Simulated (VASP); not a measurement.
# Ti2B: single point with PBE

The system is Ti2B.

```xyz
6
Lattice="2.9692 -3.4584 0.0000 2.9692 3.4584 0.0000 0.0000 0.0000 4.2366" Properties=species:S:1:pos:R:3 pbc="T T T"
Ti    1.4846    1.7292    0.0000
Ti    1.4846   -1.7292    0.0000
Ti    2.9692   -1.2339    2.1183
Ti    2.9692    1.2339    2.1183
B     0.0000    0.0000    2.1183
B     2.9692    0.0000    0.0000
```

* Program: VASP 6.6.1
* Task: single point
* Functional: PBE
* Potentials or basis: VASP PAW PBE potentials, release 64 (Ti_sv, B)
* Cutoff: 520 eV
* k mesh: 8 × 8 × 10
* Occupations: gaussian, width 0.1 eV
* Spin: no spin polarisation
* Dipole correction: no
* k mesh for the DOS: 12 × 12 × 15
* Occupations for the DOS: tetrahedron
* Further INCAR settings: ALGO = Fast; EDIFF = 1e-07; NBANDS = 36

```json
{
 "Valence electrons inside the program's atomic spheres": "Ti 10.34, 10.46 (each value once); B 1.55, 1.85"
}
```

Levels at points of the mesh, in eV from the Fermi level:
| k point | band 23 | band 24 | band 25 | band 26 | band 27 | band 28 | band 29 | band 30 | band 31 | band 32 |
| --- | --- | --- | --- | --- | --- | --- | --- | --- | --- | --- |
| (0.00, 0.00, 0.00) | -1.11 | -0.87 | -0.66 | -0.62 | -0.34 | -0.14 | 0.34 | 0.92 | 1.17 | 1.39 |
| (0.50, 0.00, 0.00) | -1.61 | -1.22 | -1.02 | -0.39 | -0.36 | -0.07 | 1.05 | 1.26 | 1.28 | 1.71 |
| (0.50, 0.50, 0.00) | -1.46 | -1.11 | -0.45 | 0.02 | 0.12 | 0.19 | 1.28 | 1.46 | 1.63 | 2.01 |

Run time: 78 min on 1 thread of Oxide Virtual Turin-like Processor, on a shared host, peak memory 0.77 GiB.
